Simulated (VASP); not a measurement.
# Al (Fm-3m) in VASP: further runs, part 2 of 2

VASP 6.6.1. Earlier steps stand in the parts before.

### Step 3. Electric field gradients, LDA

Contents of INCAR:

```
ALGO     = Normal         # electronic algorithm
EDIFF    = 1E-8           # SCF threshold, eV
ENCUT    = 400            # plane-wave cutoff, eV
GGA_COMPAT= False        
ISIF     = 2              # what is computed and relaxed
ISMEAR   = -1             # smearing method
LASPH    = True           # aspherical terms in the spheres
LCHARG   = False          # write CHGCAR
LEFG     = True         
LREAL    = False          # projectors in reciprocal space
LWAVE    = False          # write WAVECAR
NBANDS   = 8              # bands
NELM     = 120            # most SCF steps
PREC     = Accurate       # precision mode
SIGMA    = 0.01           # smearing width, eV
```

Contents of KPOINTS:

```
k-points
0
Gamma
  11 11 11
```

Contents of POSCAR:

```
Al
1.0
    0.0000000000      2.0248050000      2.0248050000
    2.0248050000      0.0000000000      2.0248050000
    2.0248050000      2.0248050000      0.0000000000
Al
1
Direct
    0.0000000000      0.0000000000      0.0000000000
```

Potentials or basis: VASP PAW LDA potentials, release 64 (Al).

Started as:

```bash
> cat potpaw_LDA.64/Al/POTCAR > POTCAR
> mpirun -np 1 vasp_std > vasp.out
```

OUTCAR:

```text
EDIFF = 1E-8
   ENCUT = 400
   ISIF = 2
   ISMEAR = -1
   LASPH = True
   LREAL = False
   NELM = 120
   PREC = Accurate

 ion  position               nearest neighbor table
   1  0.000  0.000  0.000-

  LATTYP: Found a face centered cubic cell.
 ALAT       =     4.0496100000

  Lattice vectors:

 A1 = (   0.0000000000,   2.0248050000,   2.0248050000)
 A2 = (   2.0248050000,   0.0000000000,   2.0248050000)
 A3 = (   2.0248050000,   2.0248050000,   0.0000000000)

Analysis of symmetry for initial positions (statically):
=====================================================================
 Subroutine PRICEL returns:
 Original cell was already a primitive cell.

 Routine SETGRP: Setting up the symmetry group for a
 face centered cubic supercell.

 Subroutine GETGRP returns: Found 48 space group operations
 (whereof 48 operations were pure point group operations)
 out of a pool of 48 trial point group operations.

The static configuration has the point symmetry O_h .

Analysis of symmetry for dynamics (positions and initial velocities):
=====================================================================
 Subroutine PRICEL returns:
 Original cell was already a primitive cell.

 Routine SETGRP: Setting up the symmetry group for a
 face centered cubic supercell.

 Subroutine GETGRP returns: Found 48 space group operations
 (whereof 48 operations were pure point group operations)
 out of a pool of 48 trial point group operations.

The dynamic configuration has the point symmetry O_h .

 Subroutine INISYM returns: Found 48 space group operations
 (whereof 48 operations are pure point group operations),
 and found     1 'primitive' translations

----------------------------------------------------------------------------------------

                                     Primitive cell

  volume of cell :      16.6027

  direct lattice vectors                    reciprocal lattice vectors
     0.000000000  2.024805000  2.024805000    -0.246937359  0.246937359  0.246937359
     2.024805000  0.000000000  2.024805000     0.246937359 -0.246937359  0.246937359
     2.024805000  2.024805000  0.000000000     0.246937359  0.246937359 -0.246937359

  length of vectors
     2.863506692  2.863506692  2.863506692     0.427708053  0.427708053  0.427708053

  position of ions in fractional coordinates (direct lattice)
     0.000000000  0.000000000  0.000000000

  ion indices of the primitive-cell ions
   primitive index   ion index
                 1           1

----------------------------------------------------------------------------------------

 KPOINTS: k-points

Automatic generation of k-mesh.
 Grid dimensions read from file:
 generate k-points for:   11   11   11

 Generating k-lattice:

  Cartesian coordinates                     Fractional coordinates (reciprocal lattice)
[... 64 lines left out ...]
   IBRION =     -1    ionic relax: 0-MD 1-quasi-New 2-CG
   NFREE  =      0    steps in history (QN), initial steepest desc. (CG)
   ISIF   =      2    stress and relaxation
   ISYM   =      2    0-nonsym 1-usesym 2-fastsym
   POTIM  = 0.5000    time-step for ionic-motion
   TEBEG  =    0.0;   TEEND  =   0.0 temperature during run
   PSTRESS=    0.0 pullay stress
   NELECT =       3.0000    total number of electrons
   NUPDOWN=      -1.0000    fix difference up-down
   EMIN   =  10.00;   EMAX   =-10.00  energy-range for DOS
   EFERMI =   0.00;   METHOD = LEGACY
   ISMEAR =    -1;   SIGMA  =   0.01  broadening in eV -4-tet -1-fermi 0-gaus
   EFERMI_NEDOS =   21; number of points for ismear=-14 and -15
   IALGO  =     38    algorithm
   IMIX   =      4    mixing-type and parameters
     AMIX     =   0.40;   BMIX     =  1.00
     AMIX_MAG =   1.60;   BMIX_MAG =  1.00
  volume/ion in A,a.u.               =      16.60       112.04
  Fermi-wavevector in a.u.,A,eV,Ry     =   0.925526  1.748991 11.654733  0.856599
  Thomas-Fermi vector in A             =   2.051390
   LORBIT       =      0    0 simple, 1 ext, 2 COOP (PROOUT), +10 PAW based schemes
   GGA     = CA    functional components
   LHFCALC =     F    Hartree Fock is set to
   AEXX    =    0.0000 exact exchange contribution
   IVDW    =     0    specifies the selected vdW correction
   LEPSILON=     F    determine dielectric tensor
   LRPA    =     F    only Hartree local field effects (RPA)
 non-spin polarized calculation
  energy-cutoff  :      400.00
  volume of cell :       16.60
 maximum number of plane-waves:       310
   NGX =  9   NGY =  9   NGZ =  9

 number of electron       3.0000000 magnetization

 Free energy of the ion-electron system (eV)
  ---------------------------------------------------
  ext. energy  EPLUGINS =         0.00000000
  ---------------------------------------------------
  free energy    TOTEN  =        -4.18935577 eV

  energy without entropy =       -4.18868479  energy(sigma->0) =       -4.18902028

 E-fermi :   7.7509     XC(G=0): -10.3210

 val. band max:        7.7429746882   @ k =  -0.4545   0.3636   0.0000
 cond. band min:       7.7588622612   @ k =   0.4545   0.1818   0.0909
 fundamental gap:      0.0158875729
 Fermi energy:         7.7509382319

 k-point     1 :       0.0000    0.0000    0.0000
  band No.  band energies     occupation
      1      -3.3306      2.00000
      2      20.2655      0.00000
      3      20.2655      0.00000
      4      20.2655      0.00000
      5      21.5365      0.00000
      6      21.5365      0.00000
      7      21.5365      0.00000
      8      24.2946      0.00000
[... 243 lines left out ...]
 k-point    24 :      -0.1818    0.1818    0.0000
  band No.  band energies     occupation
      1      -0.9688      2.00000
      2      11.5405      0.00000
      3      12.9214      0.00000
      4      19.4199      0.00000
      5      21.4904      0.00000
      6      22.5638      0.00000
      7      23.5539      0.00000
      8      24.5467      0.00000

 [... further k-points ...]

------------------------ aborting loop because EDIFF is reached ----------------------------------------

  FORCE on cell =-STRESS in cart. coord.  units (eV):
  Direction    XX          YY          ZZ          XY          YZ          ZX
  --------------------------------------------------------------------------------------
  -------------------------------------------------------------------------------------
  Total       -0.3788907     -0.3788907     -0.3788907      0.0000000      0.0000000      0.0000000
  in kB      -36.5632586    -36.5632586    -36.5632586      0.0000000      0.0000000      0.0000000
  external PRESSURE =     -36.5632586 kB  Pullay stress =       0.0000000 kB

 VOLUME and BASIS-vectors are now :
 -----------------------------------------------------------------------------
  energy-cutoff  :      400.00
  volume of cell :       16.60
      direct lattice vectors                 reciprocal lattice vectors
     0.000000000  2.024805000  2.024805000    -0.246937359  0.246937359  0.246937359
     2.024805000  0.000000000  2.024805000     0.246937359 -0.246937359  0.246937359
     2.024805000  2.024805000  0.000000000     0.246937359  0.246937359 -0.246937359

 POSITION                                       TOTAL-FORCE (eV/Angst)
 -----------------------------------------------------------------------------------
      0.00000      0.00000      0.00000         0.000000     -0.000000      0.000000
 -----------------------------------------------------------------------------------
    total drift:                               -0.000000     -0.000000     -0.000000

  FREE ENERGIE OF THE ION-ELECTRON SYSTEM (eV)
  ---------------------------------------------------
  free  energy   TOTEN  =        -4.1893557696 eV

  energy  without entropy=       -4.1886847875  energy(sigma->0) =       -4.18902028

 Electric field gradients (V/A^2)
---------------------------------------------------------------------
 ion       V_xx      V_yy      V_zz      V_xy      V_xz      V_yz
---------------------------------------------------------------------
   1      -0.000    -0.000    -0.000    -0.000    -0.000    -0.000
---------------------------------------------------------------------

 Electric field gradients after diagonalization (V/A^2)
 (convention: |V_zz| > |V_xx| > |V_yy|)
----------------------------------------------------------------------
 ion       V_xx      V_yy      V_zz     asymmetry (V_yy - V_xx)/ V_zz
----------------------------------------------------------------------
   1       0.000     0.000    -0.000       0.000
----------------------------------------------------------------------

           NMR quadrupolar parameters

 Cq : quadrupolar parameter    Cq=e*Q*V_zz/h
 eta: asymmetry parameters     (V_yy - V_xx)/ V_zz
 Q  : nuclear electric quadrupole moment in mb (millibarn)
----------------------------------------------------------------------
 ion       Cq(MHz)       eta       Q (mb)
----------------------------------------------------------------------
   1      -0.000       0.000       1.000
----------------------------------------------------------------------
```

Wall time 8.1 s (1 thread of AMD EPYC 7R43 (Zen 3), shared host); peak memory 0.07 GiB.

Results:

| Property | Result |
| --- | --- |
| Free energy | -4.1894 eV |
| Pressure | -3.7 GPa |
| Band gap on the k mesh | zero (an odd number of electrons rules out a gap without spin polarisation) |
| Largest electric field gradient by atom | zero within the noise of the run |

Levels at points of the mesh, in eV from the Fermi level:
```csv
k point,band 1,band 2,band 3,band 4
"(0.00, 0.00, 0.00)",-11.08,12.51,12.51,12.51
```

Caveat: the cell stands under tension.
